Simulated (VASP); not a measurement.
Set up this calculation in VASP 6.6.1, as the native input.

| Quantity | Value |
| --- | --- |
| Task | single point |
| Functional | PBE |
| Potentials or basis | VASP PAW PBE potentials, release 64 (Al, Y_sv) |
| Cutoff | 520 eV |
| k mesh | 1 × 1 × 1, shifted |
| Occupations | fermi-dirac, width 0.05 eV |
| Spin | no spin polarisation |
| Dipole correction | no |
| Further INCAR settings | LREAL = Auto; ALGO = Normal; EDIFF = 1e-06; NBANDS = 46; ISYM = 0 |

The structure of YAl7 lies in POSCAR:

```
YAl7
1.0
    6.7604440000     -0.0984910000     -0.0055720000
   -0.0984910000      6.7085100000     -0.1408520000
   -0.0055720000     -0.1408520000      6.4081030000
Al Y
14 2
Direct
    0.6698947914      0.1255747596      0.7177386365
    0.9215189479      0.3356238614      0.3871702742
    0.4980107072      0.8785184998      0.4492699327
    0.7107789593      0.6238805007      0.2163920082
    0.9901927413      0.3973755368      0.9839667828
    0.8868587666      0.8732980906      0.9605214460
    0.6489351777      0.1743044321      0.1752531123
    0.5010824436      0.8630250601      0.9891597930
    0.8528532037      0.6274750996      0.6248517261
    0.8855641367      0.9704993244      0.4173197800
    0.4430257702      0.4140835748      0.9263109596
    0.2451311243      0.6692049659      0.7188751068
    0.4951978580      0.4448004301      0.5031494145
    0.2471185008      0.1216799733      0.1960523749
    0.1952174669      0.0986916865      0.6831497049
    0.1709503588      0.6795902248      0.2697068349
```

One way to write it, as run:

INCAR

```
  ALGO = Normal
  EDIFF = 1E-6
  ENCUT = 520
  GGA = PE
  ISIF = 2
  ISMEAR = -1
  ISYM = 0
  LASPH = True
  LCHARG = False
  LREAL = Auto
  LWAVE = False
  NBANDS = 46
  NELM = 100
  PREC = Accurate
  SIGMA = 0.05
```

KPOINTS

```
Automatic mesh
0
Gamma
  1 1 1
  0.25 0.25 0.25
```

Potentials or basis: VASP PAW PBE potentials, release 64 (Al, Y_sv).

Run with:

```sh
$ cat potpaw_PBE.64/Al/POTCAR potpaw_PBE.64/Y_sv/POTCAR > POTCAR
$ mpirun -np 1 vasp_std > vasp.out
```

It gave:

| Quantity | Value |
| --- | --- |
| Pressure | 4.5 GPa |
| Largest force | 1.272 eV/Å |
| Band gap on the k mesh | 0.59 eV |

Caveat: the k points lie up to 0.98 Å⁻¹ apart.

Wall time 26 s on 1 thread of Intel(R) Xeon(R) Platinum 8488C (Sapphire Rapids) (shared host), peak memory 0.31 GiB.
